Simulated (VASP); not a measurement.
Input of a VASP 6.6.1 run:

INCAR

```
SYSTEM = CdHg2Se3
PREC = Accurate ; ENCUT = 520
EDIFF = 1E-7 ; ISMEAR = 0
SIGMA = 0.02 ; LREAL = .False.
LASPH = .True. ; NELM = 80
ALGO = Normal ; ISIF = 2
LWAVE = .False. ; LCHARG = .True.
GGA = PE ; LELF = .True.
LVHAR = .True. ; NBANDS = 36
```

KPOINTS

```
Automatic mesh
0
Gamma
  8 8 4
  0 0 0
```

The input POSCAR:

```
CdHg2Se3
1.0
    3.6270102826     -2.1547757044      0.0750613510
    3.6270102826      2.1547757044      0.0750613510
   -0.7692560372      0.0000000000      9.7946847867
Cd Hg Se
1 2 3
Direct
    0.3716621476      0.6283378524      0.0000000000
    1.0002099811      0.3262441223      0.6670482306
    0.6737558777     -0.0002099811      0.3329517694
    0.4626408460      0.5373591540      0.5000000000
    0.9754673963      0.4837362488      0.1601272754
    0.5162637512      0.0245326037      0.8398727246
```

Potentials or basis: VASP PAW PBE potentials, release 64 (Cd, Hg, Se).

Command:

```bash
$ cat potpaw_PBE.64/Cd/POTCAR potpaw_PBE.64/Hg/POTCAR potpaw_PBE.64/Se/POTCAR > POTCAR
$ mpirun -np 1 vasp_std > vasp.out
```

Q: Estimate the largest force.

A: 0.072 eV/Å.

Q: Predict the band gap on the k mesh.

A: 0.67 eV (least direct gap 0.78 eV).

Q: Predict the pressure.

A: 2.9 GPa.

Forces on the atoms (eV/Å):
```
Cd   0.000  0.007  0.000
Hg   0.010  0.005 -0.001
Hg  -0.010  0.005  0.001
Se   0.000  0.072  0.000
Se  -0.024 -0.044 -0.017
Se   0.024 -0.044  0.017
```

Caveat: spin-orbit coupling is left out, which moves the levels of the heavy elements. A k mesh can miss the band edges.
